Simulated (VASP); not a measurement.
# Pb (Fd-3m) in VASP: single point with PBEsol

Aim: the single point of Pb with PBEsol.

All numbers are computed with VASP 6.6.1; they aren't measurements. Logs are shortened: lines on timing, memory, paths and dates and some standing lists are left out, and cuts for length are marked.

### Step 1. The cell of the first run

Symmetry: Fd-3m, No. 227, cubic system. The conventional cell has a = 6.878 Å, b = 6.878 Å, c = 6.878 Å, α = 90.00°, β = 90.00°, γ = 90.00°. Pb (site symmetry -43m) has 4 Pb at 2.98 Å within 3.9 Å.

### Step 2. Single point, PBEsol

File INCAR:

```
SYSTEM = Pb
ALGO     = Normal         ! electronic algorithm
EDIFF    = 1E-6           ! SCF threshold, eV
ENCUT    = 500            ! plane-wave cutoff, eV
GGA      = PS             ! functional
GGA_COMPAT= .False.      
ISIF     = 2              ! what is computed and relaxed
ISMEAR   = -1             ! smearing method
LASPH    = .True.         ! aspherical terms in the spheres
LCHARG   = .True.         ! write CHGCAR
LELF     = .True.         ! ELF
LREAL    = .False.        ! projectors in reciprocal space
LVHAR    = .True.       
LWAVE    = .False.        ! write WAVECAR
NBANDS   = 21             ! bands
NELM     = 120            ! most SCF steps
PREC     = Accurate       ! precision mode
SIGMA    = 0.15           ! smearing width, eV
```

File KPOINTS:

```
k-points
0
Gamma
  5 5 5
  0 0 0
```

File POSCAR:

```
Pb
1.0
    0.0000000000      3.4390000600      3.4390000600
    3.4390000600      0.0000000000      3.4390000600
    3.4390000600      3.4390000600      0.0000000000
Pb
2
Direct
    0.5000000000      0.5000000000      0.5000000000
    0.7500000000      0.7500000000      0.7500000000
```

Potentials or basis: VASP PAW PBE potentials, release 64 (Pb_d).

Run with:

```
cat potpaw_PBE.64/Pb_d/POTCAR > POTCAR
mpirun -np 1 vasp_std > vasp.out
```

OUTCAR:

```text
SYSTEM = Pb
   EDIFF = 1E-6
   ENCUT = 500
   GGA = PS
   ISIF = 2
   ISMEAR = -1
   LASPH = .True.
   LREAL = .False.
   NELM = 120
   PREC = Accurate

 ion  position               nearest neighbor table
   1  0.500  0.500  0.500-   2 2.98   2 2.98   2 2.98   2 2.98
   2  0.750  0.750  0.750-   1 2.98   1 2.98   1 2.98   1 2.98

  LATTYP: Found a face centered cubic cell.
 ALAT       =     6.8780001200

  Lattice vectors:

 A1 = (   0.0000000000,   3.4390000600,   3.4390000600)
 A2 = (   3.4390000600,   0.0000000000,   3.4390000600)
 A3 = (   3.4390000600,   3.4390000600,   0.0000000000)

Analysis of symmetry for initial positions (statically):
=====================================================================
 Subroutine PRICEL returns:
 Original cell was already a primitive cell.

 Routine SETGRP: Setting up the symmetry group for a
 face centered cubic supercell.

 Subroutine GETGRP returns: Found 48 space group operations
 (whereof 24 operations were pure point group operations)
 out of a pool of 48 trial point group operations.

The static configuration has the point symmetry T_d .
 The point group associated with its full space group is O_h .

Analysis of symmetry for dynamics (positions and initial velocities):
=====================================================================
 Subroutine PRICEL returns:
 Original cell was already a primitive cell.

 Routine SETGRP: Setting up the symmetry group for a
 face centered cubic supercell.

 Subroutine GETGRP returns: Found 48 space group operations
 (whereof 24 operations were pure point group operations)
 out of a pool of 48 trial point group operations.

The dynamic configuration has the point symmetry T_d .
 The point group associated with its full space group is O_h .

 Subroutine INISYM returns: Found 48 space group operations
 (whereof 24 operations are pure point group operations),
 and found     1 'primitive' translations

----------------------------------------------------------------------------------------

                                     Primitive cell

  volume of cell :      81.3442

  direct lattice vectors                    reciprocal lattice vectors
     0.000000000  3.439000060  3.439000060    -0.145391100  0.145391100  0.145391100
     3.439000060  0.000000000  3.439000060     0.145391100 -0.145391100  0.145391100
     3.439000060  3.439000060  0.000000000     0.145391100  0.145391100 -0.145391100

  length of vectors
     4.863480526  4.863480526  4.863480526     0.251824771  0.251824771  0.251824771

  position of ions in fractional coordinates (direct lattice)
     0.500000000  0.500000000  0.500000000
     0.750000000  0.750000000  0.750000000

  ion indices of the primitive-cell ions
   primitive index   ion index
                 1           1
                 2           2

----------------------------------------------------------------------------------------

 KPOINTS: k-points

Automatic generation of k-mesh.
 Grid dimensions read from file:
 generate k-points for:    5    5    5

 Generating k-lattice:

  Cartesian coordinates                     Fractional coordinates (reciprocal lattice)
    -0.029078220  0.029078220  0.029078220     0.200000000  0.000000000  0.000000000
     0.029078220 -0.029078220  0.029078220     0.000000000  0.200000000  0.000000000
     0.029078220  0.029078220 -0.029078220     0.000000000  0.000000000  0.200000000

  Length of vectors
     0.050364954  0.050364954  0.050364954

  Shift w.r.t. Gamma in fractional coordinates (k-lattice)
     0.000000000  0.000000000  0.000000000

 Subroutine IBZKPT returns following result:
 ===========================================

 Found     10 irreducible k-points:

 Following reciprocal coordinates:
            Coordinates               Weight
  0.000000  0.000000  0.000000      1.000000
  0.200000  0.000000  0.000000      8.000000
  0.400000  0.000000  0.000000      8.000000
  0.200000  0.200000  0.000000      6.000000
  0.400000  0.200000  0.000000     24.000000
 -0.400000  0.200000  0.000000     24.000000
 -0.200000  0.200000  0.000000     12.000000
  0.400000  0.400000  0.000000      6.000000
 -0.400000  0.400000  0.000000     12.000000
 -0.400000  0.400000  0.200000     24.000000
   k-points           NKPTS =     10   k-points in BZ     NKDIM =     10   number of bands    NBANDS=     21
   number of dos      NEDOS =    301   number of ions     NIONS =      2
   total plane-waves  NPLWV =  46656
   dimension x,y,z NGX =    36 NGY =   36 NGZ =   36
   dimension x,y,z NGXF=    72 NGYF=   72 NGZF=   72
   ions per type =               2
   NGX,Y,Z   is equivalent  to a cutoff of  12.31, 12.31, 12.31 a.u.
   NGXF,Y,Z  is equivalent  to a cutoff of  24.61, 24.61, 24.61 a.u.
 SYSTEM =  Pb
   PREC   = accura    normal or accurate (medium, high low for compatibility)
   ISTART =      0    job   : 0-new  1-cont  2-samecut
   ICHARG =      2    charge: 1-file 2-atom 10-const
   ISPIN  =      1    spin polarized calculation?
   LNONCOLLINEAR =      F non collinear calculations
   LSORBIT =      F    spin-orbit coupling
   LASPH  =      T    aspherical Exc in radial PAW
   ENCUT  =  500.0 eV  36.75 Ry    6.06 a.u.   8.87  8.87  8.87*2*pi/ulx,y,z
   NELM   =    120;   NELMIN=  2; NELMDL= -5     # of ELM steps
   EDIFF  = 0.1E-05   stopping-criterion for ELM
   LREAL  =      F    real-space projection
[... 7 lines left out ...]
   TEBEG  =    0.0;   TEEND  =   0.0 temperature during run
   PSTRESS=    0.0 pullay stress
   NELECT =      28.0000    total number of electrons
   NUPDOWN=      -1.0000    fix difference up-down
   EMIN   =  10.00;   EMAX   =-10.00  energy-range for DOS
   EFERMI =   0.00;   METHOD = LEGACY
   ISMEAR =    -1;   SIGMA  =   0.15  broadening in eV -4-tet -1-fermi 0-gaus
   EFERMI_NEDOS =   21; number of points for ismear=-14 and -15
   IALGO  =     38    algorithm
   IMIX   =      4    mixing-type and parameters
     AMIX     =   0.40;   BMIX     =  1.00
     AMIX_MAG =   1.60;   BMIX_MAG =  1.00
  volume/ion in A,a.u.               =      40.67       274.47
  Fermi-wavevector in a.u.,A,eV,Ry     =   1.147322  2.168124 17.909999  1.316348
  Thomas-Fermi vector in A             =   2.284002
   LORBIT       =      0    0 simple, 1 ext, 2 COOP (PROOUT), +10 PAW based schemes
   GGA     = PS    functional components
   LHFCALC =     F    Hartree Fock is set to
   AEXX    =    0.0000 exact exchange contribution
   IVDW    =     0    specifies the selected vdW correction
   LEPSILON=     F    determine dielectric tensor
   LRPA    =     F    only Hartree local field effects (RPA)
 non-spin polarized calculation
  energy-cutoff  :      500.00
  volume of cell :       81.34
 maximum number of plane-waves:      2085
   NGX = 17   NGY = 17   NGZ = 17

 number of electron      28.0000001 magnetization

 Free energy of the ion-electron system (eV)
  ---------------------------------------------------
  ext. energy  EPLUGINS =         0.00000000
  ---------------------------------------------------
  free energy    TOTEN  =        -7.33623243 eV

  energy without entropy =       -7.27303948  energy(sigma->0) =       -7.30463596

 E-fermi :   4.0090     XC(G=0):  -8.6152

 val. band max:        3.9205471576   @ k =   0.2000   0.0000   0.0000
 cond. band min:       4.0353902326   @ k =   0.2000   0.0000   0.0000
 fundamental gap:      0.1148430750
 Fermi energy:         4.0089581049

 k-point     1 :       0.0000    0.0000    0.0000
  band No.  band energies     occupation
      1     -12.9546      2.00000
      2     -12.9546      2.00000
      3     -12.9546      2.00000
      4     -12.8764      2.00000
      5     -12.8764      2.00000
      6     -12.4435      2.00000
[... 13 lines left out ...]
     20      12.0994      0.00000
     21      12.0994      0.00000

 k-point     2 :       0.2000    0.0000    0.0000
  band No.  band energies     occupation
      1     -12.9829      2.00000
      2     -12.9829      2.00000
      3     -12.9460      2.00000
      4     -12.8330      2.00000
      5     -12.8330      2.00000
      6     -12.4886      2.00000
[... 13 lines left out ...]
     20      11.2378      0.00000
     21      11.2378      0.00000

 k-point     3 :       0.4000    0.0000    0.0000
  band No.  band energies     occupation
      1     -13.0015      2.00000
      2     -13.0015      2.00000
      3     -12.9313      2.00000
      4     -12.7959      2.00000
      5     -12.7959      2.00000
      6     -12.5163      2.00000
[... 13 lines left out ...]
     20      12.0479      0.00000
     21      12.0479      0.00000

 k-point     4 :       0.2000    0.2000    0.0000
  band No.  band energies     occupation
      1     -12.9806      2.00000
      2     -12.9806      2.00000
      3     -12.9722      2.00000
      4     -12.8320      2.00000
      5     -12.7808      2.00000
      6     -12.5842      2.00000
[... 13 lines left out ...]
     20      10.4551      0.00000
     21      12.9501      0.00000

 k-point     5 :       0.4000    0.2000    0.0000
  band No.  band energies     occupation
      1     -13.0263      2.00000
      2     -13.0036      2.00000
      3     -12.9200      2.00000
      4     -12.7797      2.00000
      5     -12.7271      2.00000
      6     -12.6412      2.00000
[... 13 lines left out ...]
     20      11.9293      0.00000
     21      12.9710      0.00000

 k-point     6 :      -0.4000    0.2000    0.0000
  band No.  band energies     occupation
      1     -13.0428      2.00000
      2     -13.0177      2.00000
      3     -12.8743      2.00000
      4     -12.7573      2.00000
      5     -12.7384      2.00000
      6     -12.5990      2.00000
[... 13 lines left out ...]
     20      11.8483      0.00000
     21      11.8996      0.00000

 k-point     7 :      -0.2000    0.2000    0.0000
  band No.  band energies     occupation
      1     -13.0123      2.00000
      2     -13.0119      2.00000
      3     -12.9080      2.00000
      4     -12.8115      2.00000
      5     -12.7660      2.00000
      6     -12.5583      2.00000
[... 13 lines left out ...]
     20      11.2973      0.00000
     21      11.8590      0.00000

 k-point     8 :       0.4000    0.4000    0.0000
  band No.  band energies     occupation
      1     -13.0170      2.00000
      2     -13.0170      2.00000
      3     -12.9180      2.00000
      4     -12.7733      2.00000
      5     -12.7165      2.00000
      6     -12.6181      2.00000
[... 13 lines left out ...]
     20      13.2215      0.00000
     21      13.9995      0.00000

 k-point     9 :      -0.4000    0.4000    0.0000
  band No.  band energies     occupation
      1     -13.0495      2.00000
      2     -13.0238      2.00000
      3     -12.8525      2.00000
      4     -12.7711      2.00000
      5     -12.6611      2.00000
      6     -12.6362      2.00000
[... 13 lines left out ...]
     20      12.7101      0.00000
     21      13.8380      0.00000

 k-point    10 :      -0.4000    0.4000    0.2000
  band No.  band energies     occupation
      1     -13.0464      2.00000
      2     -13.0360      2.00000
      3     -12.8421      2.00000
      4     -12.7223      2.00000
      5     -12.7100      2.00000
      6     -12.6584      2.00000
[... 13 lines left out ...]
     20      12.3247      0.00000
     21      13.7689      0.00000

------------------------ aborting loop because EDIFF is reached ----------------------------------------

  FORCE on cell =-STRESS in cart. coord.  units (eV):
  Direction    XX          YY          ZZ          XY          YZ          ZX
  --------------------------------------------------------------------------------------
  -------------------------------------------------------------------------------------
  Total        0.3562530      0.3562530      0.3562530      0.0000000      0.0000000     -0.0000000
  in kB        7.0168570      7.0168570      7.0168570      0.0000000      0.0000000     -0.0000000
  external PRESSURE =       7.0168570 kB  Pullay stress =       0.0000000 kB

 VOLUME and BASIS-vectors are now :
 -----------------------------------------------------------------------------
  energy-cutoff  :      500.00
  volume of cell :       81.34
      direct lattice vectors                 reciprocal lattice vectors
     0.000000000  3.439000060  3.439000060    -0.145391100  0.145391100  0.145391100
     3.439000060  0.000000000  3.439000060     0.145391100 -0.145391100  0.145391100
     3.439000060  3.439000060  0.000000000     0.145391100  0.145391100 -0.145391100

 POSITION                                       TOTAL-FORCE (eV/Angst)
 -----------------------------------------------------------------------------------
      3.43900      3.43900      3.43900         0.000000      0.000000      0.000000
      5.15850      5.15850      5.15850        -0.000000     -0.000000     -0.000000
 -----------------------------------------------------------------------------------
    total drift:                                0.000000      0.000000      0.000000

  FREE ENERGIE OF THE ION-ELECTRON SYSTEM (eV)
  ---------------------------------------------------
  free  energy   TOTEN  =        -7.3362324307 eV

  energy  without entropy=       -7.2730394805  energy(sigma->0) =       -7.30463596
```

It took 8.6 s on 1 thread of Intel Xeon 6975P-C (Granite Rapids), shared host; peak memory 0.2 GiB.

What came out:

```
Free energy            : -7.3362 eV
Pressure               : 0.7 GPa
Band gap on the k mesh : zero (band 14 reaches 4.57 eV, above the bottom of band 15 at 3.50 eV)
```

Caveat: the PAW data sets were made with another functional, which shifts forces and pressure a little; spin-orbit coupling is left out, which moves the levels of the heavy elements.
